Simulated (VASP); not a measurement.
# Si (P6_3/mmc) in VASP: further runs, part 2 of 2

VASP 6.6.1.

### Step 4. Single point, PBE

Input file INCAR:

```
PREC = Accurate
ENCUT = 500
EDIFF = 1E-6
ISMEAR = -1
SIGMA = 0.05
LREAL = False
LASPH = True
NELM = 120
ALGO = Normal
ISIF = 2
LWAVE = False
LCHARG = True
GGA = PE
LELF = True
LVHAR = True
NBANDS = 16
GGA_COMPAT = False
```

Input file KPOINTS:

```
regular mesh
0
Gamma
  10 10 6
```

Input file POSCAR:

```
Si
1.0
    3.8313170000      0.0000000000      0.0000000000
   -1.9156590000      3.3180180000      0.0000000000
    0.0000000000      0.0000000000      6.3326220000
Si
4
Direct
    0.3333333333      0.6666666667      0.0630090000
    0.6666666667      0.3333333333      0.5630100000
    0.3333333333      0.6666666667      0.4369910000
    0.6666666667      0.3333333333      0.9369900000
```

Potentials or basis: VASP PAW PBE potentials, release 64 (Si).

Run with:

```
> cat potpaw_PBE.64/Si/POTCAR > POTCAR
> mpirun -np 1 vasp_std > vasp.out
```

OUTCAR:

```text
PREC = Accurate
   ENCUT = 500
   EDIFF = 1E-6
   ISMEAR = -1
   LREAL = False
   LASPH = True
   NELM = 120
   ISIF = 2
   GGA = PE

 ion  position               nearest neighbor table
   1  0.333  0.667  0.063-   4 2.35   4 2.35   4 2.35   3 2.37
   2  0.667  0.333  0.563-   3 2.35   3 2.35   3 2.35   4 2.37
   3  0.333  0.667  0.437-   2 2.35   2 2.35   2 2.35   1 2.37
   4  0.667  0.333  0.937-   1 2.35   1 2.35   1 2.35   2 2.37

  LATTYP: Found a hexagonal cell.
 ALAT       =     3.8313170000
 C/A-ratio  =     1.6528577510

  Lattice vectors:

 A1 = (   3.8313170000,   0.0000000000,   0.0000000000)
 A2 = (  -1.9156590000,   3.3180180000,   0.0000000000)
 A3 = (   0.0000000000,   0.0000000000,   6.3326220000)

Analysis of symmetry for initial positions (statically):
=====================================================================
 Subroutine PRICEL returns:
 Original cell was already a primitive cell.

 Routine SETGRP: Setting up the symmetry group for a
 hexagonal supercell.

[... 167 lines left out ...]
  ---------------------------------------------------
  free energy    TOTEN  =       -21.64949117 eV

  energy without entropy =      -21.64939252  energy(sigma->0) =      -21.64944184

 E-fermi :   6.2170     XC(G=0):  -9.3841

 val. band max:        6.0280225866   @ k =   0.0000   0.0000   0.0000
 cond. band min:       6.4468878163   @ k =   0.5000  -0.0000   0.0000
 fundamental gap:      0.4188652297
 Fermi energy:         6.2170097512

 k-point     1 :       0.0000    0.0000    0.0000
  band No.  band energies     occupation
      1      -6.1628      2.00000
      2      -3.8790      2.00000
      3      -1.1852      2.00000
      4       4.5108      2.00000
      5       4.5108      2.00000
      6       5.6756      1.99996
[... 433 lines left out ...]
      3      -1.6439      2.00000
      4       0.0024      2.00000
      5       1.6870      2.00000
      6       2.6009      2.00000
[... 8 lines left out ...]
     15      13.7118      0.00000
     16      14.2089      0.00000

 [... further k-points ...]
[... 5 lines left out ...]
  --------------------------------------------------------------------------------------
  -------------------------------------------------------------------------------------
  Total        0.6712346      0.6712347      0.6965616     -0.0000001     -0.0000000     -0.0000000
  in kB       13.3590182     13.3590194     13.8630798     -0.0000020     -0.0000000     -0.0000000
  external PRESSURE =      13.5270391 kB  Pullay stress =       0.0000000 kB

 VOLUME and BASIS-vectors are now :
 -----------------------------------------------------------------------------
  energy-cutoff  :      500.00
  volume of cell :       80.50
      direct lattice vectors                 reciprocal lattice vectors
     3.831317000  0.000000000  0.000000000     0.261006855  0.150692411  0.000000000
    -1.915659000  3.318018000  0.000000000     0.000000000  0.301384742  0.000000000
     0.000000000  0.000000000  6.332622000     0.000000000  0.000000000  0.157912473

 POSITION                                       TOTAL-FORCE (eV/Angst)
 -----------------------------------------------------------------------------------
     -0.00000      2.21201      0.39901         0.000000     -0.000000     -0.005594
      1.91566      1.10601      3.56533        -0.000000      0.000000     -0.005594
     -0.00000      2.21201      2.76730         0.000000      0.000000      0.005594
      1.91566      1.10601      5.93360        -0.000000      0.000000      0.005594
 -----------------------------------------------------------------------------------
    total drift:                               -0.000000      0.000000     -0.000317

  FREE ENERGIE OF THE ION-ELECTRON SYSTEM (eV)
  ---------------------------------------------------
  free  energy   TOTEN  =       -21.6494911701 eV

  energy  without entropy=      -21.6493925181  energy(sigma->0) =      -21.64944184
```

OSZICAR:

```text
N       E                     dE             d eps       ncg     rms          rms(c)
DAV:   1     0.254058250184E+02    0.25406E+02   -0.57921E+03  1792   0.793E+02
DAV:   2    -0.202505672454E+02   -0.45656E+02   -0.41736E+02  2464   0.120E+02
DAV:   3    -0.219892198944E+02   -0.17387E+01   -0.17268E+01  2408   0.219E+01
DAV:   4    -0.220090667559E+02   -0.19847E-01   -0.19844E-01  2240   0.304E+00
DAV:   5    -0.220094338880E+02   -0.36713E-03   -0.36706E-03  2448   0.383E-01    0.686E+00
DAV:   6    -0.217609651383E+02    0.24847E+00   -0.99806E-02  2152   0.149E+00    0.418E+00
DAV:   7    -0.216465809217E+02    0.11438E+00   -0.21146E-01  2192   0.227E+00    0.243E-01
DAV:   8    -0.216488676088E+02   -0.22867E-02   -0.15084E-02  2176   0.617E-01    0.107E-01
DAV:   9    -0.216493653542E+02   -0.49775E-03   -0.64278E-04  2352   0.146E-01    0.823E-02
DAV:  10    -0.216494870466E+02   -0.12169E-03   -0.13392E-04  2120   0.580E-02    0.120E-02
DAV:  11    -0.216494895857E+02   -0.25391E-05   -0.50353E-06  2472   0.124E-02    0.819E-03
DAV:  12    -0.216494913221E+02   -0.17364E-05   -0.18847E-06  1984   0.738E-03    0.116E-03
DAV:  13    -0.216494911701E+02    0.15204E-06   -0.15699E-07  1360   0.208E-03
   1 F= -.21649491E+02 E0= -.21649442E+02  d E =-.986520E-04
```

stdout:

```text
POSCAR found type information on POSCAR Si
 POSCAR found :  1 types and       4 ions
 scaLAPACK will be used
 LDA part: xc-table for (Slater+PW92), standard interpolation
 POSCAR, INCAR and KPOINTS ok, starting setup
 FFT: planning ... GRIDC
 FFT: planning ... GRID_SOFT
 FFT: planning ... GRID
 WAVECAR not read
 entering main loop
```

Wall time 98 s (1 thread of Intel Xeon 8259CL, shared host); peak memory 0.17 GiB.

Results:

- Free energy: -21.6495 eV
- Pressure: 1.4 GPa
- Largest force: 0.006 eV/Å
- Band gap on the k mesh: 0.42 eV (least direct gap 1.03 eV)

Forces in eV/Å, atoms in the order of the input:
```
Si   0.000  0.000 -0.006
Si   0.000  0.000 -0.006
Si   0.000  0.000  0.006
Si   0.000  0.000  0.006
```

Levels at points of the mesh, in eV from the valence-band top:
| k point | band 6 | band 7 | band 8 | band 9 | band 10 | band 11 |
| --- | --- | --- | --- | --- | --- | --- |
| (0.00, 0.00, 0.00) | -0.35 | 0.00 | 0.00 | 1.03 | 2.00 | 2.00 |
| (0.50, 0.00, 0.00) | -3.05 | -2.98 | -1.44 | 0.42 | 2.35 | 2.99 |
| (0.00, 0.00, 0.50) | -0.93 | -0.93 | -0.93 | 1.81 | 1.81 | 2.98 |
| (0.50, 0.00, 0.50) | -2.45 | -2.42 | -2.42 | 0.92 | 0.92 | 1.67 |

A k mesh can miss the band edges.

### Step 5. The runs side by side

```csv
cell,gap on the mesh (eV),pressure (GPa),largest force (eV/Å)
"a = 3.793, b = 3.793, c = 6.461 Å, angles 90.0, 90.0, 120.0°, 4 atoms",0.54,1.4,0.29
"a = 3.812, b = 3.812, c = 6.396 Å, angles 90.0, 90.0, 120.0°, 4 atoms",0.48,1.4,0.15
"a = 3.831, b = 3.831, c = 6.333 Å, angles 90.0, 90.0, 120.0°, 4 atoms",0.42,1.4,0.01
```

Alike in all rows: task single point; level PBE; potentials or basis VASP PAW PBE potentials, release 64 (Si); no spin polarisation; k mesh 10 × 10 × 6; cutoff (eV) 500; smearing fermi-dirac 0.05 eV.

Caveats: the stress differs along the axes, from -3 to 4 GPa (at least some runs).

Total energies depend on the potentials used, so only differences within one code and one set of settings carry meaning.
